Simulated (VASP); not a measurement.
**Ba: relaxation of shape and atoms at fixed volume with PBE**

The system is Ba.

```xyz
2
Lattice="4.2743 0.0000 0.0000 -2.1371 3.7016 0.0000 0.0000 0.0000 7.0484" Properties=species:S:1:pos:R:3 pbc="T T T"
Ba    0.0000    2.4678    5.2863
Ba    2.1371    1.2339    1.7621
```

This isn't the form of Ba at room conditions, which is bcc.

```yaml
Program: VASP 6.6.1
Task: relaxation of shape and atoms at fixed volume
Functional: PBE
Potentials_or_basis: VASP PAW PBE potentials, release 64 (Ba_sv)
Cutoff: 600 eV
k_mesh: 12 × 12 × 8
Occupations: gaussian, width 0.1 eV
Spin: no spin polarisation
Dipole_correction: no
Further_INCAR_settings: ALGO = Fast; EDIFF = 1e-06; IBRION = 2; EDIFFG = -0.01; NSW = 50; ISIF = 4
```

| Item | Value |
| --- | --- |
| Energy gained by relaxing | 0.2 meV/atom |
| Ionic steps | 3 |
| Pressure after relaxing | 1.3 GPa |
| Band gap on the k mesh | zero (bands 10 and 11 overlap by 0.53 eV) |

The path:
```tsv
step	energy change (eV)	largest force (eV/Å)	pressure (GPa)	volume (Å³)
1	0.0000	0.0000	1.33	111.52
2	-0.0002	0.0000	1.33	111.52
3	-0.0003	0.0000	1.33	111.52
```

Final structure:
```cif
data_structure
_symmetry_space_group_name_H-M 'P 1'
_symmetry_Int_Tables_number 1
_cell_length_a 4.2847
_cell_length_b 4.2847
_cell_length_c 7.0142
_cell_angle_alpha 90.000
_cell_angle_beta 90.000
_cell_angle_gamma 120.000
_cell_volume 111.52
loop_
_atom_site_label
_atom_site_type_symbol
_atom_site_fract_x
_atom_site_fract_y
_atom_site_fract_z
_atom_site_occupancy
Ba1 Ba 0.33333 0.66667 0.75000 1
Ba2 Ba 0.66667 0.33333 0.25000 1
```

Levels at points of the mesh, in eV from the Fermi level:
| k point | band 6 | band 7 | band 8 | band 9 | band 10 | band 11 | band 12 | band 13 | band 14 |
| --- | --- | --- | --- | --- | --- | --- | --- | --- | --- |
| (0.00, 0.00, 0.00) | -13.55 | -13.55 | -13.55 | -2.81 | -1.00 | 1.47 | 1.87 | 1.89 | 1.89 |
| (0.50, 0.00, 0.00) | -13.79 | -13.71 | -13.64 | -0.68 | -0.54 | -0.28 | 0.89 | 1.58 | 1.76 |
| (0.00, 0.00, 0.50) | -13.60 | -13.60 | -13.60 | -1.74 | -1.74 | 1.12 | 1.12 | 1.87 | 1.87 |
| (0.50, 0.00, 0.50) | -13.73 | -13.72 | -13.72 | -0.84 | -0.84 | 0.45 | 0.45 | 1.93 | 1.93 |

Wall time 2.1 min on 1 thread of Intel(R) Xeon(R) 6975P-C (Granite Rapids), with other jobs on the host, peak memory 0.37 GiB.

Caveat: spin-orbit coupling is left out, which moves the levels of the heavy elements.
